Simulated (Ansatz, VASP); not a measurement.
One calculation of BaTe, two programs

File INCAR:

```
PREC     = Accurate       # precision mode
ENCUT    = 520            # plane-wave cutoff, eV
EDIFF    = 1E-6           # SCF threshold, eV
ISMEAR   = 0              # smearing method
SIGMA    = 0.05           # smearing width, eV
LREAL    = F              # projectors in reciprocal space
LASPH    = T              # aspherical terms in the spheres
NELM     = 60             # most SCF steps
ALGO     = Normal         # electronic algorithm
ISIF     = 2              # what is computed and relaxed
LWAVE    = F              # write WAVECAR
LCHARG   = F              # write CHGCAR
GGA      = PE             # functional
NBANDS   = 24             # bands
```

The input KPOINTS:

```
Automatic mesh
0
Gamma
  8 8 4
```

File POSCAR:

```
BaTe
1.0
    5.9702102791      0.0000000000      0.0000000000
   -2.9851051396      5.1703537676      0.0000000000
    0.0000000000      0.0000000000      7.0024277399
Ba Te
2 2
Direct
    0.6666666667      0.3333333333      0.0625865676
    0.3333333333      0.6666666667      0.5625865676
    0.6666666667      0.3333333333      0.5626134324
    0.3333333333      0.6666666667      0.0626134324
```

Input for Ansatz:

```yaml
crystal:
  lattice:
    - [5.970210279079, 2.886777458209e-11, 0.0]
    - [-2.985105139565, 5.170353767603, 0.0]
    - [0.0, 0.0, 7.0024277399]
  atoms:
    - { symbol: Ba, position: [0.6666666666667, 0.3333333333333, 0.0625865676] }
    - { symbol: Ba, position: [0.3333333333333, 0.6666666666667, 0.5625865676] }
    - { symbol: Te, position: [0.6666666666667, 0.3333333333333, 0.5626134324] }
    - { symbol: Te, position: [0.3333333333333, 0.6666666666667, 0.0626134324] }
basis:
  ecutwfc: 420
  ecutrho_ratio: 4
kpoints:
  mp_grid: { grid: [8, 8, 4] }
hamiltonian:
  xc: pbe
scf:
  occupations: { method: gaussian, width: 0.05 }
  eigensolver: { kind: davidson }
output:
  forces: true
  stress: true
```

Alike in both runs: task single point; functional PBE; k mesh 8 × 8 × 4; occupations gaussian, width 0.05 eV; no spin polarisation.

|  | VASP | Ansatz |
| --- | --- | --- |
| version | VASP 6.6.1 | Ansatz 0.2.0 |
| potentials or method | VASP PAW PBE potentials, release 64 (Ba_sv, Te), cutoff 520 eV | scalar-relativistic, plane waves, PAW |
| valence electrons in the cell | 32 | 52 |

VASP gave:

```
pressure (GPa) : 0.3
```

What did Ansatz give for the same quantities?

Pressure (GPa): 0.0.

VASP's potentials hold 32 valence electrons a cell and Ansatz's 52, so a difference there can come from the potentials and not from the codes.

Neither program's run includes spin-orbit coupling.
